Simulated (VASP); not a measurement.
# Mo in VASP: a series of runs

The runs below take Mo through single point, with PBE.

All numbers are computed with VASP 6.6.1; they aren't measurements. Logs are shortened: lines on timing, memory, paths and dates and some standing lists are left out, and cuts for length are marked.

### Step 1. The cell of the first run

The structure is orthorhombic, space group Fmmm (No. 69). The conventional cell has a = 3.097 Å, b = 4.421 Å, c = 4.645 Å, α = 90.00°, β = 90.00°, γ = 90.00°. Mo (site symmetry mmm) has 14 Mo at 2.70 to 3.21 Å within 3.6 Å.

### Step 2. Single point, PBE

Contents of INCAR:

```
  PREC = Accurate
  ENCUT = 520
  EDIFF = 1E-6
  ISMEAR = 0
  SIGMA = 0.1
  LREAL = F
  LASPH = T
  NELM = 80
  ALGO = Fast
  ISIF = 2
  LWAVE = F
  LCHARG = F
  GGA = PE
  ISYM = 0
  NBANDS = 36
```

Contents of KPOINTS:

```
regular mesh
0
Gamma
  11 4 15
```

Contents of POSCAR:

```
Mo
1.0
    3.0969355071      0.0000000000      0.0000000000
    0.0000000000      9.2908065212      0.0000000000
   -1.5484677535      0.0000000000      2.2103697060
Mo
4
Direct
    0.0000000000      0.5000000000      0.0000000000
    0.5000000000      0.7500000000      0.0000000000
    0.0000000000      0.0000000000      0.0000000000
    0.5000000000      0.2500000000      0.0000000000
```

Potentials or basis: VASP PAW PBE potentials, release 64 (Mo_sv).

On the command line:

```
cat potpaw_PBE.64/Mo_sv/POTCAR > POTCAR
mpirun -np 1 vasp_std > vasp.out
```

OUTCAR:

```text
PREC = Accurate
   ENCUT = 520
   EDIFF = 1E-6
   ISMEAR = 0
   LREAL = F
   LASPH = T
   NELM = 80
   ISIF = 2
   GGA = PE
   ISYM = 0

 ion  position               nearest neighbor table
   1  0.000  0.500  0.000-   2 2.79   4 2.79   2 2.79   4 2.79   2 3.21   4 3.21   2 3.21   4 3.21

   2  0.500  0.750  0.000-   1 2.79   3 2.79   1 2.79   3 2.79   1 3.21   3 3.21   1 3.21   3 3.21

   3  0.000  0.000  0.000-   2 2.79   4 2.79   2 2.79   4 2.79   2 3.21   4 3.21   2 3.21   4 3.21

   4  0.500  0.250  0.000-   1 2.79   3 2.79   1 2.79   3 2.79   1 3.21   3 3.21   1 3.21   3 3.21

IMPORTANT INFORMATION: All symmetrisations will be switched off!
NOSYMM: (Re-)initialisation of all symmetry stuff for point group C_1.

----------------------------------------------------------------------------------------

                                     Primitive cell

  volume of cell :      63.5990

  direct lattice vectors                    reciprocal lattice vectors
     3.096935507  0.000000000  0.000000000     0.322899847  0.000000000  0.226206502
     0.000000000  9.290806521  0.000000000     0.000000000  0.107633282  0.000000000
    -1.548467753  0.000000000  2.210369706     0.000000000  0.000000000  0.452413005

  length of vectors
     3.096935507  9.290806521  2.698793549     0.394250799  0.107633282  0.452413005

  position of ions in fractional coordinates (direct lattice)
     0.000000000  0.500000000  0.000000000
     0.500000000  0.750000000  0.000000000
     0.000000000  0.000000000  0.000000000
     0.500000000  0.250000000  0.000000000

  ion indices of the primitive-cell ions
   primitive index   ion index
                 1           1
                 2           2
                 3           3
                 4           4

----------------------------------------------------------------------------------------

 KPOINTS: regular mesh

Automatic generation of k-mesh.
 Grid dimensions read from file:
 generate k-points for:   11    4   15

 Generating k-lattice:

  Cartesian coordinates                     Fractional coordinates (reciprocal lattice)
     0.029354532  0.000000000  0.020564227     0.090909091  0.000000000  0.000000000
     0.000000000  0.026908321  0.000000000     0.000000000  0.250000000  0.000000000
     0.000000000  0.000000000  0.030160867     0.000000000  0.000000000  0.066666667

  Length of vectors
     0.035840982  0.026908321  0.030160867

  Shift w.r.t. Gamma in fractional coordinates (k-lattice)
     0.000000000  0.000000000  0.000000000

 -----------------------------------------------------------------------------
|                                                                             |
|           W    W    AA    RRRRR   N    N  II  N    N   GGGG   !!!           |
|           W    W   A  A   R    R  NN   N  II  NN   N  G    G  !!!           |
|           W    W  A    A  R    R  N N  N  II  N N  N  G       !!!           |
|           W WW W  AAAAAA  RRRRR   N  N N  II  N  N N  G  GGG   !            |
|           WW  WW  A    A  R   R   N   NN  II  N   NN  G    G                |
|           W    W  A    A  R    R  N    N  II  N    N   GGGG   !!!           |
|                                                                             |
|     Your reciprocal lattice and k-lattice belong to different lattice       |
|     classes:                                                                |
|                                                                             |
|        The reciprocal lattice is base centered orthorhombic,                |
|        whereas your k-lattice is simple monoclinic.                         |
|                                                                             |
|     Results are often still useful ...                                      |
|                                                                             |
 -----------------------------------------------------------------------------

 WARNING: IBZKPT: internal override: KBLOWUP is changed to .FALSE.
      ... skipping the blow-up phase ...

 Subroutine IBZKPT returns following result:
 ===========================================

 Found    331 irreducible k-points:

 Following reciprocal coordinates:
            Coordinates               Weight
  0.000000  0.000000  0.000000      1.000000
  0.090909  0.000000 -0.000000      2.000000
  0.181818  0.000000  0.000000      2.000000
  0.272727  0.000000  0.000000      2.000000
  0.363636  0.000000  0.000000      2.000000
  0.454545  0.000000  0.000000      2.000000
[... 16 lines left out ...]
  0.454545  0.500000  0.000000      2.000000
  0.000000  0.000000  0.066667      2.000000
 [... further k-points ...]
   k-points           NKPTS =    331   k-points in BZ     NKDIM =    331   number of bands    NBANDS=     36
   number of dos      NEDOS =    301   number of ions     NIONS =      4
   total plane-waves  NPLWV =  33600
   dimension x,y,z NGX =    24 NGY =   70 NGZ =   20
   dimension x,y,z NGXF=    48 NGYF=  140 NGZF=   40
   ions per type =               4
   NGX,Y,Z   is equivalent  to a cutoff of  12.88, 12.53, 12.32 a.u.
   NGXF,Y,Z  is equivalent  to a cutoff of  25.77, 25.05, 24.64 a.u.
 SYSTEM =  unknown system
   PREC   = accura    normal or accurate (medium, high low for compatibility)
   ISTART =      0    job   : 0-new  1-cont  2-samecut
   ICHARG =      2    charge: 1-file 2-atom 10-const
   ISPIN  =      1    spin polarized calculation?
   LNONCOLLINEAR =      F non collinear calculations
   LSORBIT =      F    spin-orbit coupling
   LASPH  =      T    aspherical Exc in radial PAW
   ENCUT  =  520.0 eV  38.22 Ry    6.18 a.u.   5.76 17.27  5.02*2*pi/ulx,y,z
   NELM   =     80;   NELMIN=  2; NELMDL= -5     # of ELM steps
   EDIFF  = 0.1E-05   stopping-criterion for ELM
   LREAL  =      F    real-space projection
   EDIFFG = 0.1E-04   stopping-criterion for IOM
   NSW    =      0    number of steps for IOM
   IBRION =     -1    ionic relax: 0-MD 1-quasi-New 2-CG
   NFREE  =      0    steps in history (QN), initial steepest desc. (CG)
   ISIF   =      2    stress and relaxation
   ISYM   =      0    0-nonsym 1-usesym 2-fastsym
   POTIM  = 0.5000    time-step for ionic-motion
   TEBEG  =    0.0;   TEEND  =   0.0 temperature during run
   PSTRESS=    0.0 pullay stress
   NELECT =      56.0000    total number of electrons
   NUPDOWN=      -1.0000    fix difference up-down
   EMIN   =  10.00;   EMAX   =-10.00  energy-range for DOS
   EFERMI =   0.00;   METHOD = LEGACY
   ISMEAR =     0;   SIGMA  =   0.10  broadening in eV -4-tet -1-fermi 0-gaus
   EFERMI_NEDOS =   21; number of points for ismear=-14 and -15
   IALGO  =     68    algorithm
   IMIX   =      4    mixing-type and parameters
     AMIX     =   0.40;   BMIX     =  1.00
     AMIX_MAG =   1.60;   BMIX_MAG =  1.00
  volume/ion in A,a.u.               =      15.90       107.30
  Fermi-wavevector in a.u.,A,eV,Ry     =   1.569112  2.965192 33.499084  2.462113
  Thomas-Fermi vector in A             =   2.671043
   LORBIT       =      0    0 simple, 1 ext, 2 COOP (PROOUT), +10 PAW based schemes
   GGA     = PE    functional components
   LHFCALC =     F    Hartree Fock is set to
   AEXX    =    0.0000 exact exchange contribution
   IVDW    =     0    specifies the selected vdW correction
   LEPSILON=     F    determine dielectric tensor
   LRPA    =     F    only Hartree local field effects (RPA)
 non-spin polarized calculation
 RMM-DIIS sequential band-by-band and
 Gauss-broadening in eV      SIGMA  =   0.10
  energy-cutoff  :      520.00
  volume of cell :       63.60
 maximum number of plane-waves:      1740
   NGX = 11   NGY = 35   NGZ = 11

 number of electron      56.0000007 magnetization

 Free energy of the ion-electron system (eV)
  ---------------------------------------------------
  ext. energy  EPLUGINS =         0.00000000
  ---------------------------------------------------
  free energy    TOTEN  =       -43.63993234 eV

  energy without entropy =      -43.62651419  energy(sigma->0) =      -43.63322326

 E-fermi :  12.2906     XC(G=0): -13.2927

 val. band max:       12.2861539169   @ k =   0.0909   0.2500   0.4000
 cond. band min:      12.2930814510   @ k =   0.1818   0.5000   0.3333
 fundamental gap:      0.0069275341
 Fermi energy:        12.2906015336

 k-point     1 :       0.0000    0.0000    0.0000
  band No.  band energies     occupation
      1     -48.9598      2.00000
      2     -48.8589      2.00000
      3     -48.8589      2.00000
      4     -48.7559      2.00000
      5     -23.5423      2.00000
      6     -22.9600      2.00000
[... 28 lines left out ...]
     35      13.8905      0.00000
     36      14.2062      0.00000

 k-point     2 :       0.0909    0.0000   -0.0000
  band No.  band energies     occupation
      1     -48.9440      2.00000
      2     -48.8469      2.00000
      3     -48.8469      2.00000
      4     -48.7480      2.00000
      5     -23.5083      2.00000
      6     -22.9742      2.00000
[... 28 lines left out ...]
     35      13.9056      0.00000
     36      13.9716      0.00000

 k-point     3 :       0.1818    0.0000    0.0000
  band No.  band energies     occupation
      1     -48.9004      2.00000
      2     -48.8148      2.00000
      3     -48.8148      2.00000
      4     -48.7279      2.00000
      5     -23.4110      2.00000
      6     -23.0432      2.00000
[... 28 lines left out ...]
     35      14.4648      0.00000
     36      14.4921      0.00000
[... 742 lines left out ...]
 k-point    23 :       0.4545    0.5000    0.0000
  band No.  band energies     occupation
      1     -48.7200      2.00000
      2     -48.7200      2.00000
      3     -48.6991      2.00000
      4     -48.6991      2.00000
      5     -23.5239      2.00000
      6     -23.5239      2.00000
[... 28 lines left out ...]
     35      15.2370      0.00000
     36      15.2371      0.00000

 k-point    24 :       0.0000    0.0000    0.0667
  band No.  band energies     occupation
      1     -48.9478      2.00000
      2     -48.8481      2.00000
      3     -48.8481      2.00000
      4     -48.7464      2.00000
      5     -23.5242      2.00000
      6     -22.9527      2.00000
[... 28 lines left out ...]
     35      13.5567      0.00000
     36      14.1724      0.00000

 [... further k-points ...]
[... 5 lines left out ...]
  --------------------------------------------------------------------------------------
  -------------------------------------------------------------------------------------
  Total        2.6652990     -3.9330803      0.3881810     -0.0000044     -0.0000142     -0.1104816
  in kB       67.1438154    -99.0815742      9.7789988     -0.0001113     -0.0003582     -2.7832355
  external PRESSURE =      -7.3862533 kB  Pullay stress =       0.0000000 kB

 VOLUME and BASIS-vectors are now :
 -----------------------------------------------------------------------------
  energy-cutoff  :      520.00
  volume of cell :       63.60
      direct lattice vectors                 reciprocal lattice vectors
     3.096935507  0.000000000  0.000000000     0.322899847  0.000000000  0.226206502
     0.000000000  9.290806521  0.000000000     0.000000000  0.107633282  0.000000000
    -1.548467753  0.000000000  2.210369706     0.000000000  0.000000000  0.452413005

 POSITION                                       TOTAL-FORCE (eV/Angst)
 -----------------------------------------------------------------------------------
      0.00000      4.64540      0.00000         0.000011      0.000012      0.000005
      1.54847      6.96810      0.00000        -0.000007     -0.000010      0.000001
      0.00000      0.00000      0.00000         0.000001     -0.000008     -0.000000
      1.54847      2.32270      0.00000        -0.000005      0.000006     -0.000005
 -----------------------------------------------------------------------------------
    total drift:                               -0.000001      0.000001      0.000004

  FREE ENERGIE OF THE ION-ELECTRON SYSTEM (eV)
  ---------------------------------------------------
  free  energy   TOTEN  =       -43.6399323402 eV

  energy  without entropy=      -43.6265141862  energy(sigma->0) =      -43.63322326
```

Wall time 4.4 min (1 thread of Intel Xeon 6975P-C (Granite Rapids), shared host); peak memory 0.58 GiB.

What came out:

- Free energy: -43.6399 eV
- Pressure: -0.7 GPa
- Band gap on the k mesh: zero (bands 28 and 29 overlap by 2.27 eV)

### Step 3. Single point, PBE

INCAR: that of step 2 with these lines changed.

```diff
@@ -13,3 +13,3 @@
   GGA = PE
+  NBANDS = 36
   ISYM = 0
-  NBANDS = 36
```

Contents of KPOINTS:

```
Automatic mesh
0
Gamma
  11 4 15
```

POSCAR: that of step 2 with these lines changed.

```diff
@@ -2,5 +2,5 @@
 1.0
-    3.0969355071      0.0000000000      0.0000000000
+    3.0969336346      0.0000000000     -0.0034055438
     0.0000000000      9.2908065212      0.0000000000
-   -1.5484677535      0.0000000000      2.2103697060
+   -1.5508974494      0.0000000000      2.2145483788
 Mo
```

Potentials or basis: VASP PAW PBE potentials, release 64 (Mo_sv).

On the command line:

```
cat potpaw_PBE.64/Mo_sv/POTCAR > POTCAR
mpirun -np 1 vasp_std > vasp.out
```

OUTCAR:

```text
PREC = Accurate
   ENCUT = 520
   EDIFF = 1E-6
   ISMEAR = 0
   LREAL = F
   LASPH = T
   NELM = 80
   ISIF = 2
   GGA = PE
   ISYM = 0

 ion  position               nearest neighbor table
   1  0.000  0.500  0.000-   2 2.79   4 2.79   2 2.79   4 2.79   2 3.21   4 3.21   2 3.21   4 3.21

   2  0.500  0.750  0.000-   1 2.79   3 2.79   1 2.79   3 2.79   1 3.21   3 3.21   1 3.21   3 3.21

   3  0.000  0.000  0.000-   2 2.79   4 2.79   2 2.79   4 2.79   2 3.21   4 3.21   2 3.21   4 3.21

   4  0.500  0.250  0.000-   1 2.79   3 2.79   1 2.79   3 2.79   1 3.21   3 3.21   1 3.21   3 3.21

IMPORTANT INFORMATION: All symmetrisations will be switched off!
NOSYMM: (Re-)initialisation of all symmetry stuff for point group C_1.

----------------------------------------------------------------------------------------

                                     Primitive cell

  volume of cell :      63.6702

  direct lattice vectors                    reciprocal lattice vectors
     3.096933635  0.000000000 -0.003405544     0.323148902  0.000000000  0.226308358
     0.000000000  9.290806521  0.000000000     0.000000000  0.107633282  0.000000000
    -1.550897449  0.000000000  2.214548379     0.000496940  0.000000000  0.451907356

  length of vectors
     3.096935507  9.290806521  2.703610072     0.394513226  0.107633282  0.451907629

  position of ions in fractional coordinates (direct lattice)
     0.000000000  0.500000000  0.000000000
     0.500000000  0.750000000  0.000000000
     0.000000000  0.000000000  0.000000000
     0.500000000  0.250000000  0.000000000

  ion indices of the primitive-cell ions
   primitive index   ion index
                 1           1
                 2           2
                 3           3
                 4           4

----------------------------------------------------------------------------------------

 KPOINTS: Automatic mesh

[... 80 lines left out ...]
   EMIN   =  10.00;   EMAX   =-10.00  energy-range for DOS
   EFERMI =   0.00;   METHOD = LEGACY
   ISMEAR =     0;   SIGMA  =   0.10  broadening in eV -4-tet -1-fermi 0-gaus
   EFERMI_NEDOS =   21; number of points for ismear=-14 and -15
   IALGO  =     68    algorithm
   IMIX   =      4    mixing-type and parameters
     AMIX     =   0.40;   BMIX     =  1.00
     AMIX_MAG =   1.60;   BMIX_MAG =  1.00
  volume/ion in A,a.u.               =      15.92       107.42
  Fermi-wavevector in a.u.,A,eV,Ry     =   1.568528  2.964088 33.474132  2.460279
  Thomas-Fermi vector in A             =   2.670546
   LORBIT       =      0    0 simple, 1 ext, 2 COOP (PROOUT), +10 PAW based schemes
   GGA     = PE    functional components
   LHFCALC =     F    Hartree Fock is set to
   AEXX    =    0.0000 exact exchange contribution
   IVDW    =     0    specifies the selected vdW correction
   LEPSILON=     F    determine dielectric tensor
   LRPA    =     F    only Hartree local field effects (RPA)
 non-spin polarized calculation
 RMM-DIIS sequential band-by-band and
 Gauss-broadening in eV      SIGMA  =   0.10
  energy-cutoff  :      520.00
  volume of cell :       63.67
 maximum number of plane-waves:      1744
   NGX = 11   NGY = 35   NGZ = 11

 number of electron      56.0000008 magnetization

 Free energy of the ion-electron system (eV)
  ---------------------------------------------------
  ext. energy  EPLUGINS =         0.00000000
  ---------------------------------------------------
  free energy    TOTEN  =       -43.64042421 eV

  energy without entropy =      -43.62702859  energy(sigma->0) =      -43.63372640

 E-fermi :  12.2741     XC(G=0): -13.2865

 val. band max:       12.2659006080   @ k =  -0.0909   0.0000   0.3333
 cond. band min:      12.2778102826   @ k =   0.1818   0.5000   0.3333
 fundamental gap:      0.0119096746
 Fermi energy:        12.2740567899

 k-point     1 :       0.0000    0.0000    0.0000
  band No.  band energies     occupation
      1     -48.9774      2.00000
      2     -48.8765      2.00000
      3     -48.8765      2.00000
      4     -48.7737      2.00000
      5     -23.5590      2.00000
      6     -22.9775      2.00000
[... 925 lines left out ...]
     35      13.5273      0.00000
     36      14.1544      0.00000

 [... further k-points ...]
[... 5 lines left out ...]
  --------------------------------------------------------------------------------------
  -------------------------------------------------------------------------------------
  Total        2.5835934     -4.0079985      0.1972166     -0.0000170     -0.0000030     -0.0129316
  in kB       65.0127968   -100.8561134      4.9627002     -0.0004267     -0.0000757     -0.3254074
  external PRESSURE =     -10.2935388 kB  Pullay stress =       0.0000000 kB

 VOLUME and BASIS-vectors are now :
 -----------------------------------------------------------------------------
  energy-cutoff  :      520.00
  volume of cell :       63.67
      direct lattice vectors                 reciprocal lattice vectors
     3.096933635  0.000000000 -0.003405544     0.323148902  0.000000000  0.226308358
     0.000000000  9.290806521  0.000000000     0.000000000  0.107633282  0.000000000
    -1.550897449  0.000000000  2.214548379     0.000496940  0.000000000  0.451907356

 POSITION                                       TOTAL-FORCE (eV/Angst)
 -----------------------------------------------------------------------------------
      0.00000      4.64540      0.00000        -0.000009     -0.000021     -0.000001
      1.54847      6.96810     -0.00170         0.000002      0.000016     -0.000000
      0.00000      0.00000      0.00000         0.000008      0.000023      0.000004
      1.54847      2.32270     -0.00170        -0.000000     -0.000019     -0.000003
 -----------------------------------------------------------------------------------
    total drift:                               -0.000004     -0.000003      0.000002

  FREE ENERGIE OF THE ION-ELECTRON SYSTEM (eV)
  ---------------------------------------------------
  free  energy   TOTEN  =       -43.6404242058 eV

  energy  without entropy=      -43.6270285907  energy(sigma->0) =      -43.63372640
```

stdout:

```text
POSCAR found type information on POSCAR Mo
 POSCAR found :  1 types and       4 ions
 scaLAPACK will be used
 LDA part: xc-table for (Slater+PW92), standard interpolation
 POSCAR, INCAR and KPOINTS ok, starting setup
 FFT: planning ... GRIDC
 FFT: planning ... GRID_SOFT
 FFT: planning ... GRID
 WAVECAR not read
 entering main loop
WARNING in EDDRMM: call to ZHEGV failed, returncode =   6  3     35
```

It took 4.6 min on 1 thread of Intel Xeon 6975P-C (Granite Rapids), shared host; peak memory 0.58 GiB.

What came out:

```
Free energy            : -43.6404 eV
Pressure               : -1.0 GPa
Band gap on the k mesh : zero (bands 28 and 29 overlap by 2.28 eV)
```
